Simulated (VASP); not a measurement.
**Al4CoNi3: single point with PBE**

The system is Al4CoNi3.

```xyz
8
Lattice="-2.8868 2.8868 2.8868 2.8868 -2.8868 2.8868 2.8868 2.8868 -2.8868" Properties=species:S:1:pos:R:3 pbc="T T T"
Al    4.3302    1.4434   -1.4434
Al    1.4434    1.4434    1.4434
Al    1.4434    1.4434    4.3302
Al   -1.4434    1.4434    1.4434
Ni    0.0000    2.8868    0.0000
Ni    0.0000    0.0000    2.8868
Ni    2.8868    0.0000    0.0000
Co    0.0000    0.0000    0.0000
```

| Quantity | Value |
| --- | --- |
| Program | VASP 6.6.1 |
| Task | single point |
| Functional | PBE |
| Potentials or basis | VASP PAW PBE potentials, release 64 (Al, Ni, Co) |
| Cutoff | 520 eV |
| k mesh | 6 × 6 × 6 |
| Occupations | gaussian, width 0.2 eV |
| Spin | collinear spin, ferromagnetic start |
| Starting moments | [0.0, 0.0, 0.0, 0.0, 0.0, 0.0, 0.0, 0.82] μB |
| Dipole correction | no |
| Further INCAR settings | ALGO = Normal; EDIFF = 1e-07; NBANDS = 40 |

| Item | Value |
| --- | --- |
| Pressure | -0.2 GPa |
| Net moment | 0.85 μB per cell |
| Site moments | Al -0.00; Ni +0.07; Co +0.67 μB |
| Valence electrons inside the program's atomic spheres | Al 0.80; Ni 9.45; Co 8.38 |

Levels at points of the mesh, in eV from the Fermi level:
Spin up:
```csv
k point,band 24,band 25,band 26,band 27,band 28,band 29
"(0.00, 0.00, 0.00)",-1.39,-1.11,-0.98,-0.98,1.53,1.53
"(0.50, 0.00, 0.00)",-0.99,-0.65,-0.43,1.04,1.11,2.60
"(0.50, 0.50, 0.50)",-0.72,-0.56,-0.56,2.09,2.09,2.09
```
Spin down:
| k point | band 22 | band 23 | band 24 | band 25 | band 26 | band 27 | band 28 | band 29 |
| --- | --- | --- | --- | --- | --- | --- | --- | --- |
| (0.00, 0.00, 0.00) | -1.14 | -1.14 | -1.14 | -1.00 | -0.49 | -0.49 | 1.79 | 1.79 |
| (0.50, 0.00, 0.00) | -1.40 | -1.21 | -0.68 | -0.55 | 0.17 | 1.10 | 1.42 | 2.62 |
| (0.50, 0.50, 0.50) | -0.86 | -0.86 | -0.58 | 0.16 | 0.16 | 2.10 | 2.10 | 2.10 |

It took 2.8 min on 1 thread of Intel Xeon 6975P-C, with other jobs on the host, peak memory 0.34 GiB.
